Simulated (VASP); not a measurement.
# AlN in VASP: further runs

Runs on AlN. Level: PBEsol. Tasks: single point.

All numbers are computed with VASP 6.6.1; they aren't measurements. Logs are shortened: lines on timing, memory, paths and dates and some standing lists are left out, and cuts for length are marked.

**1. The cell of the first run**

The structure is hexagonal, space group P6_3mc (No. 186). The conventional cell has a = 3.114 Å, b = 3.114 Å, c = 4.984 Å, α = 90.00°, β = 90.00°, γ = 120.00°. Within 2.5 Å of Al (site symmetry 3m) lie 4 N at 1.89 to 1.90 Å. Within 2.5 Å of N (site symmetry 3m) lie 4 Al at 1.89 to 1.90 Å.

**2. Single point, PBEsol**

INCAR

```
PREC = Accurate ; ENCUT = 520
EDIFF = 1E-6 ; ISMEAR = 0
SIGMA = 0.02 ; LREAL = False
LASPH = True ; NELM = 100
ALGO = Normal ; ISIF = 2
LWAVE = False ; LCHARG = False
GGA = PS ; NBANDS = 16
```

KPOINTS

```
Automatic mesh
0
Gamma
  9 9 4
```

POSCAR

```
AlN
1.0
    3.1137807686      0.0000000000      0.0000000000
   -1.5568903843      2.6966132474      0.0000000000
    0.0000000000      0.0000000000      4.9836450158
Al N
2 2
Direct
    0.6666666667      0.3333333333      0.4990218916
    0.3333333333      0.6666666667      0.9990218916
    0.6666666667      0.3333333333      0.8809781084
    0.3333333333      0.6666666667      0.3809781084
```

Potentials or basis: VASP PAW PBE potentials, release 64 (Al, N).

Run with:

```sh
cat potpaw_PBE.64/Al/POTCAR potpaw_PBE.64/N/POTCAR > POTCAR
mpirun -np 1 vasp_std > vasp.out
```

OUTCAR:

```text
PREC = Accurate
   ENCUT = 520
   EDIFF = 1E-6
   ISMEAR = 0
   LREAL = False
   LASPH = True
   NELM = 100
   ISIF = 2
   GGA = PS

 ion  position               nearest neighbor table
   1  0.667  0.333  0.499-   4 1.89   4 1.89   4 1.89   3 1.90   2 3.07   2 3.07   2 3.07   2 3.07
                             2 3.07   2 3.07
   2  0.333  0.667  0.999-   3 1.89   3 1.89   3 1.89   4 1.90   1 3.07   1 3.07   1 3.07   1 3.07
                             1 3.07   1 3.07
   3  0.667  0.333  0.881-   2 1.89   2 1.89   2 1.89   1 1.90
   4  0.333  0.667  0.381-   1 1.89   1 1.89   1 1.89   2 1.90

  LATTYP: Found a hexagonal cell.
 ALAT       =     3.1137807686
 C/A-ratio  =     1.6005124915

  Lattice vectors:

 A1 = (   3.1137807686,   0.0000000000,   0.0000000000)
 A2 = (  -1.5568903843,   2.6966132474,   0.0000000000)
 A3 = (   0.0000000000,   0.0000000000,   4.9836450158)

Analysis of symmetry for initial positions (statically):
=====================================================================
 Subroutine PRICEL returns:
 Original cell was already a primitive cell.

 Routine SETGRP: Setting up the symmetry group for a
 hexagonal supercell.

 Subroutine GETGRP returns: Found 12 space group operations
 (whereof  6 operations were pure point group operations)
 out of a pool of 24 trial point group operations.

The static configuration has the point symmetry C_3v.
 The point group associated with its full space group is C_6v.

Analysis of symmetry for dynamics (positions and initial velocities):
=====================================================================
 Subroutine PRICEL returns:
 Original cell was already a primitive cell.

 Routine SETGRP: Setting up the symmetry group for a
 hexagonal supercell.

 Subroutine GETGRP returns: Found 12 space group operations
 (whereof  6 operations were pure point group operations)
 out of a pool of 24 trial point group operations.

The dynamic configuration has the point symmetry C_3v.
 The point group associated with its full space group is C_6v.

 Subroutine INISYM returns: Found 12 space group operations
 (whereof  6 operations are pure point group operations),
 and found     1 'primitive' translations

----------------------------------------------------------------------------------------

                                     Primitive cell

  volume of cell :      41.8460

  direct lattice vectors                    reciprocal lattice vectors
     3.113780769  0.000000000  0.000000000     0.321152989  0.185417764  0.000000000
    -1.556890384  2.696613247  0.000000000     0.000000000  0.370835529  0.000000000
     0.000000000  0.000000000  4.983645016     0.000000000  0.000000000  0.200656346

  length of vectors
     3.113780769  3.113780769  4.983645016     0.370835529  0.370835529  0.200656346

  position of ions in fractional coordinates (direct lattice)
     0.666666667  0.333333333  0.499021892
     0.333333333  0.666666667  0.999021892
     0.666666667  0.333333333  0.880978108
     0.333333333  0.666666667  0.380978108

  ion indices of the primitive-cell ions
   primitive index   ion index
                 1           1
                 2           2
                 3           3
                 4           4

----------------------------------------------------------------------------------------

 KPOINTS: Automatic mesh

Automatic generation of k-mesh.
 Grid dimensions read from file:
 generate k-points for:    9    9    4

 Generating k-lattice:

  Cartesian coordinates                     Fractional coordinates (reciprocal lattice)
     0.035683665  0.020601974  0.000000000     0.111111111  0.000000000  0.000000000
     0.000000000  0.041203948  0.000000000     0.000000000  0.111111111  0.000000000
     0.000000000  0.000000000  0.050164087     0.000000000  0.000000000  0.250000000

  Length of vectors
     0.041203948  0.041203948  0.050164087

  Shift w.r.t. Gamma in fractional coordinates (k-lattice)
     0.000000000  0.000000000  0.000000000

 Subroutine IBZKPT returns following result:
 ===========================================

 Found     36 irreducible k-points:

 Following reciprocal coordinates:
            Coordinates               Weight
  0.000000  0.000000  0.000000      1.000000
  0.111111 -0.000000  0.000000      6.000000
  0.222222 -0.000000  0.000000      6.000000
  0.333333 -0.000000  0.000000      6.000000
  0.444444 -0.000000  0.000000      6.000000
  0.111111  0.111111  0.000000      6.000000
[... 16 lines left out ...]
  0.333333  0.222222  0.250000     24.000000
  0.333333  0.333333  0.250000      4.000000
 [... further k-points ...]
   k-points           NKPTS =     36   k-points in BZ     NKDIM =     36   number of bands    NBANDS=     16
   number of dos      NEDOS =    301   number of ions     NIONS =      4
   total plane-waves  NPLWV =  23040
   dimension x,y,z NGX =    24 NGY =   24 NGZ =   40
   dimension x,y,z NGXF=    48 NGYF=   48 NGZF=   80
   ions per type =               2   2
   NGX,Y,Z   is equivalent  to a cutoff of  12.81, 12.81, 13.34 a.u.
   NGXF,Y,Z  is equivalent  to a cutoff of  25.63, 25.63, 26.69 a.u.
 SYSTEM =  unknown system
   PREC   = accura    normal or accurate (medium, high low for compatibility)
   ISTART =      0    job   : 0-new  1-cont  2-samecut
   ICHARG =      2    charge: 1-file 2-atom 10-const
   ISPIN  =      1    spin polarized calculation?
   LNONCOLLINEAR =      F non collinear calculations
   LSORBIT =      F    spin-orbit coupling
   LASPH  =      T    aspherical Exc in radial PAW
   ENCUT  =  520.0 eV  38.22 Ry    6.18 a.u.   5.79  5.79  9.27*2*pi/ulx,y,z
   NELM   =    100;   NELMIN=  2; NELMDL= -5     # of ELM steps
   EDIFF  = 0.1E-05   stopping-criterion for ELM
   LREAL  =      F    real-space projection
[... 7 lines left out ...]
   TEBEG  =    0.0;   TEEND  =   0.0 temperature during run
   PSTRESS=    0.0 pullay stress
   NELECT =      16.0000    total number of electrons
   NUPDOWN=      -1.0000    fix difference up-down
   EMIN   =  10.00;   EMAX   =-10.00  energy-range for DOS
   EFERMI =   0.00;   METHOD = LEGACY
   ISMEAR =     0;   SIGMA  =   0.02  broadening in eV -4-tet -1-fermi 0-gaus
   EFERMI_NEDOS =   21; number of points for ismear=-14 and -15
   IALGO  =     38    algorithm
   IMIX   =      4    mixing-type and parameters
     AMIX     =   0.40;   BMIX     =  1.00
     AMIX_MAG =   1.60;   BMIX_MAG =  1.00
  volume/ion in A,a.u.               =      10.46        70.60
  Fermi-wavevector in a.u.,A,eV,Ry     =   1.188220  2.245410 19.209617  1.411867
  Thomas-Fermi vector in A             =   2.324354
   LORBIT       =      0    0 simple, 1 ext, 2 COOP (PROOUT), +10 PAW based schemes
   GGA     = PS    functional components
   LHFCALC =     F    Hartree Fock is set to
   AEXX    =    0.0000 exact exchange contribution
   IVDW    =     0    specifies the selected vdW correction
   LEPSILON=     F    determine dielectric tensor
   LRPA    =     F    only Hartree local field effects (RPA)
 non-spin polarized calculation
 Gauss-broadening in eV      SIGMA  =   0.02
  energy-cutoff  :      520.00
  volume of cell :       41.85
 maximum number of plane-waves:      1152
 NGX is ok and might be reduce to    24

 number of electron      15.9999997 magnetization

 Free energy of the ion-electron system (eV)
  ---------------------------------------------------
  ext. energy  EPLUGINS =         0.00000000
  ---------------------------------------------------
  free energy    TOTEN  =       -31.31242076 eV

  energy without entropy =      -31.31242076  energy(sigma->0) =      -31.31242076

 E-fermi :   6.1384     XC(G=0): -11.0992

 val. band max:        6.0497032388   @ k =   0.0000   0.0000   0.0000
 cond. band min:      10.1614533158   @ k =   0.0000   0.0000   0.0000
 fundamental gap:      4.1117500770
 Fermi energy:         6.1384111371

 k-point     1 :       0.0000    0.0000    0.0000
  band No.  band energies     occupation
      1      -9.1110      2.00000
      2      -6.9316      2.00000
      3       0.0003      2.00000
      4       5.1724      2.00000
      5       5.1724      2.00000
      6       5.8264      2.00000
[... 8 lines left out ...]
     15      19.0705      0.00000
     16      19.0705      0.00000

 k-point     2 :       0.1111   -0.0000    0.0000
  band No.  band energies     occupation
      1      -8.9531      2.00000
      2      -6.8427      2.00000
      3       0.1880      2.00000
      4       4.4607      2.00000
      5       4.9728      2.00000
      6       5.1421      2.00000
[... 8 lines left out ...]
     15      18.9104      0.00000
     16      19.0832      0.00000

 k-point     3 :       0.2222   -0.0000    0.0000
  band No.  band energies     occupation
      1      -8.5040      2.00000
      2      -6.6199      2.00000
      3       0.7332      2.00000
      4       2.9478      2.00000
      5       3.8814      2.00000
      6       4.5634      2.00000
[... 8 lines left out ...]
     15      18.1023      0.00000
     16      18.8444      0.00000

 k-point     4 :       0.3333   -0.0000    0.0000
  band No.  band energies     occupation
      1      -7.8554      2.00000
      2      -6.4047      2.00000
      3       1.5031      2.00000
      4       1.5745      2.00000
      5       2.6974      2.00000
      6       4.1831      2.00000
[... 8 lines left out ...]
     15      18.0288      0.00000
     16      20.3076      0.00000
[... 324 lines left out ...]
 k-point    22 :       0.2222    0.2222    0.2500
  band No.  band energies     occupation
      1      -7.3551      2.00000
      2      -6.5191      2.00000
      3       1.2367      2.00000
      4       1.5765      2.00000
      5       3.2540      2.00000
      6       3.4116      2.00000
[... 8 lines left out ...]
     15      18.1292      0.00000
     16      20.5156      0.00000

 k-point    23 :       0.3333    0.2222    0.2500
  band No.  band energies     occupation
      1      -6.8608      2.00000
      2      -6.4474      2.00000
      3       0.9279      2.00000
      4       1.4491      2.00000
      5       2.4359      2.00000
      6       3.5945      2.00000
[... 8 lines left out ...]
     15      18.7508      0.00000
     16      20.7990      0.00000

 k-point    24 :       0.3333    0.3333    0.2500
  band No.  band energies     occupation
      1      -6.5540      2.00000
      2      -6.5540      2.00000
      3       1.4232      2.00000
      4       1.5728      2.00000
      5       1.5728      2.00000
      6       3.0606      2.00000
[... 8 lines left out ...]
     15      18.9782      0.00000
     16      21.3599      0.00000

 [... further k-points ...]

------------------------ aborting loop because EDIFF is reached ----------------------------------------

  FORCE on cell =-STRESS in cart. coord.  units (eV):
  Direction    XX          YY          ZZ          XY          YZ          ZX
  --------------------------------------------------------------------------------------
  -------------------------------------------------------------------------------------
  Total       -0.0051544     -0.0051544     -0.0005339      0.0000000      0.0000000     -0.0000000
  in kB       -0.1973481     -0.1973481     -0.0204425      0.0000000      0.0000000     -0.0000000
  external PRESSURE =      -0.1383796 kB  Pullay stress =       0.0000000 kB

 VOLUME and BASIS-vectors are now :
 -----------------------------------------------------------------------------
  energy-cutoff  :      520.00
  volume of cell :       41.85
      direct lattice vectors                 reciprocal lattice vectors
     3.113780769  0.000000000  0.000000000     0.321152989  0.185417764  0.000000000
    -1.556890384  2.696613247  0.000000000     0.000000000  0.370835529  0.000000000
     0.000000000  0.000000000  4.983645016     0.000000000  0.000000000  0.200656346

 POSITION                                       TOTAL-FORCE (eV/Angst)
 -----------------------------------------------------------------------------------
      1.55689      0.89887      2.48695        -0.000000      0.000000     -0.001817
     -0.00000      1.79774      4.97877         0.000000     -0.000000     -0.001817
      1.55689      0.89887      4.39048         0.000000      0.000000      0.001817
     -0.00000      1.79774      1.89866        -0.000000     -0.000000      0.001817
 -----------------------------------------------------------------------------------
    total drift:                               -0.000000      0.000000      0.000486

  FREE ENERGIE OF THE ION-ELECTRON SYSTEM (eV)
  ---------------------------------------------------
  free  energy   TOTEN  =       -31.3124207632 eV

  energy  without entropy=      -31.3124207632  energy(sigma->0) =      -31.31242076
```

It took 7.7 s on 1 thread of Intel Xeon 6975P-C (Granite Rapids), shared host; peak memory 0.16 GiB.

Results:

```yaml
Free_energy: -31.3124 eV
Pressure: 0.0 GPa
Band_gap_on_the_k_mesh: 4.11 eV
```

Caveat: the PAW data sets were made with another functional, which shifts forces and pressure a little.

**3. Single point, PBEsol**

This run uses another cell than the first one: it holds 36 atoms, not 4.

INCAR

```
SYSTEM = AlN
  PREC = Accurate
  ENCUT = 520
  EDIFF = 1E-6
  ISMEAR = 0
  SIGMA = 0.02
  LREAL = Auto
  LASPH = .TRUE.
  NELM = 100
  ALGO = Normal
  ISIF = 2
  LWAVE = .FALSE.
  LCHARG = .TRUE.
  GGA = PS
  LELF = .TRUE.
  LVHAR = .TRUE.
  NBANDS = 96
```

KPOINTS

```
Automatic mesh
0
Gamma
  2 2 2
  0.5 0.5 0.5
```

POSCAR

```
AlN
1.0
   -4.6706711528     -2.6966132474     -4.9836450158
    0.0000000000      5.3932264948     -4.9836450158
    4.6706711528     -2.6966132474     -4.9836450158
Al N
18 18
Direct
    0.2767261193      0.9455524603      0.2801849985
    0.2767879280      0.2789436719      0.9469405202
    0.9434212669      0.9455583418      0.6136150190
    0.2766944152      0.6123216071      0.6136167581
    0.9434412969      0.2787991574      0.2803271940
    0.6101751518      0.9455742513      0.9468695621
    0.9434106627      0.6121348503      0.9469323099
    0.6100365430      0.2788964309      0.6135544409
    0.6100778697      0.6121709010      0.2802788988
    0.2212567708      0.8900266593      0.8913353072
    0.2211859565      0.2234525503      0.5580412485
    0.8879154982      0.8898930789      0.2246803251
    0.2211862014      0.5565563738      0.2247087781
    0.8879525213      0.2232923599      0.8914218082
    0.5545192471      0.8900146864      0.5580133793
    0.8878109119      0.5566445163      0.5580780912
    0.5545099684      0.2232704795      0.2247871701
    0.5545445029      0.5566644254      0.8914383107
    0.1492941104      0.8182683444      0.1529015336
    0.1494023295      0.1516254664      0.8195945558
    0.8160896758      0.8182426654      0.4862636352
    0.1494229219      0.4848840757      0.4862395767
    0.8161053067      0.1515302193      0.1529641500
    0.4827588756      0.8182649453      0.8196170396
    0.8160709424      0.4849543485      0.8196063919
    0.4827593632      0.1515922772      0.4863008125
    0.4827264341      0.4848987702      0.1529769073
    0.4272087963      0.0960653061      0.0973333550
    0.4272165742      0.4294084458      0.7640368607
    0.0939009770      0.0960051400      0.4307179790
    0.4272241492      0.7627331904      0.4306644129
    0.0937973430      0.4293455868      0.0973908532
    0.7605745921      0.0961158572      0.7640351151
    0.0939284287      0.7626288912      0.7640799785
    0.7605578544      0.4293463118      0.4307007119
    0.7604506563      0.7626435160      0.0974311840
```

Potentials or basis: VASP PAW PBE potentials, release 64 (Al, N).

Run with:

```sh
cat potpaw_PBE.64/Al/POTCAR potpaw_PBE.64/N/POTCAR > POTCAR
mpirun -np 1 vasp_std > vasp.out
```

OUTCAR:

```text
SYSTEM = AlN
   PREC = Accurate
   ENCUT = 520
   EDIFF = 1E-6
   ISMEAR = 0
   LREAL = Auto
   LASPH = .TRUE.
   NELM = 100
   ISIF = 2
   GGA = PS

 ion  position               nearest neighbor table
   1  0.277  0.946  0.280-  31 1.89  30 1.89  28 1.89  19 1.90  10 3.07  12 3.07  17 3.07  15 3.07
                            13 3.07  11 3.07   5 3.11   2 3.11   4 3.11   9 3.11   3 3.11   6 3.11
   2  0.277  0.279  0.947-  28 1.89  29 1.89  32 1.89  20 1.90  13 3.07  18 3.07  14 3.07  17 3.07
                            11 3.07  10 3.07   7 3.11   8 3.11   1 3.11   4 3.11   5 3.11   6 3.11
   3  0.943  0.946  0.614-  30 1.89  33 1.89  34 1.89  21 1.90  14 3.07  10 3.07  15 3.07  16 3.07
                            12 3.07  11 3.07   6 3.11   4 3.11   5 3.11   8 3.11   1 3.11   7 3.11
   4  0.277  0.612  0.614-  34 1.89  29 1.89  31 1.89  22 1.90  10 3.07  15 3.07  11 3.07  16 3.07
[... 646 lines left out ...]
 VOLUME and BASIS-vectors are now :
 -----------------------------------------------------------------------------
  energy-cutoff  :      520.00
  volume of cell :      376.61
      direct lattice vectors                 reciprocal lattice vectors
    -4.670671153 -2.696613247 -4.983645016    -0.107050996 -0.061805921 -0.066885449
     0.000000000  5.393226495 -4.983645016     0.000000000  0.123611843 -0.066885449
     4.670671153 -2.696613247 -4.983645016     0.107050996 -0.061805921 -0.066885449

 POSITION                                       TOTAL-FORCE (eV/Angst)
 -----------------------------------------------------------------------------------
      0.01616      3.59780     -7.48775        -0.000515      0.002491     -0.005386
      3.13006     -1.79552     -7.48878        -0.000014     -0.000312      0.004815
     -1.54042      0.90089    -12.47204        -0.000074     -0.001579     -0.001382
      1.57365      0.90156     -7.48859        -0.013938     -0.007768      0.001967
     -3.09719     -1.79640     -7.48826         0.000085      0.010327      0.002248
      1.57259      0.90095    -12.47216         0.011413      0.001698     -0.004196
[... 28 lines left out ...]
     -1.54065     -0.89680     -8.07652         0.003689     -0.003119      0.005357
     -3.09675      1.79973     -8.07612        -0.013831     -0.001438      0.002513
 -----------------------------------------------------------------------------------
    total drift:                               -0.007810     -0.001340     -0.017996

  FREE ENERGIE OF THE ION-ELECTRON SYSTEM (eV)
  ---------------------------------------------------
  free  energy   TOTEN  =      -281.8059593499 eV

  energy  without entropy=     -281.8059593499  energy(sigma->0) =     -281.80595935
```

It took 2.1 min on 1 thread of Intel Xeon 6975P-C (Granite Rapids), shared host; peak memory 0.44 GiB.

What came out:

| Quantity | Value |
| --- | --- |
| Free energy | -281.8060 eV |
| Pressure | 0.0 GPa |
| Largest force | 0.025 eV/Å |
| Band gap on the k mesh | 5.15 eV |

Forces on the atoms (eV/Å):
```
Al  -0.001  0.002 -0.005
Al   0.000  0.000  0.005
Al   0.000 -0.002 -0.001
Al  -0.014 -0.008  0.002
Al   0.000  0.010  0.002
Al   0.011  0.002 -0.004
Al   0.007  0.010 -0.013
Al  -0.002 -0.002 -0.018
Al  -0.002  0.006 -0.007
Al   0.005  0.000  0.000
Al   0.002 -0.010  0.004
Al   0.015  0.011  0.002
Al   0.001  0.019 -0.013
Al   0.009  0.015  0.000
Al   0.000 -0.006 -0.004
Al  -0.003  0.007 -0.007
Al  -0.014  0.010 -0.003
Al  -0.004  0.003 -0.001
N   -0.015 -0.019 -0.003
N   -0.007 -0.007 -0.002
N    0.001 -0.003  0.001
N    0.006  0.007 -0.005
N    0.003 -0.002  0.005
N   -0.005 -0.002  0.003
N    0.000 -0.012  0.008
N    0.003 -0.001  0.008
N   -0.001 -0.006  0.007
N    0.002 -0.008  0.004
N    0.001  0.000  0.005
N    0.000 -0.004 -0.001
N    0.007 -0.002  0.008
N   -0.003 -0.009  0.001
N    0.000 -0.007  0.009
N    0.009  0.011  0.004
N    0.004 -0.003  0.005
N   -0.014 -0.001  0.003
```

Levels at points of the mesh, in eV from the valence-band top:
```csv
k point,band 70,band 71,band 72,band 73,band 74,band 75
"(0.25, 0.25, 0.25)",-0.37,-0.10,-0.10,5.29,5.76,5.77
```

Caveat: the PAW data sets were made with another functional, which shifts forces and pressure a little; a shifted mesh leaves out Γ, where band edges can lie. A k mesh can miss the band edges.
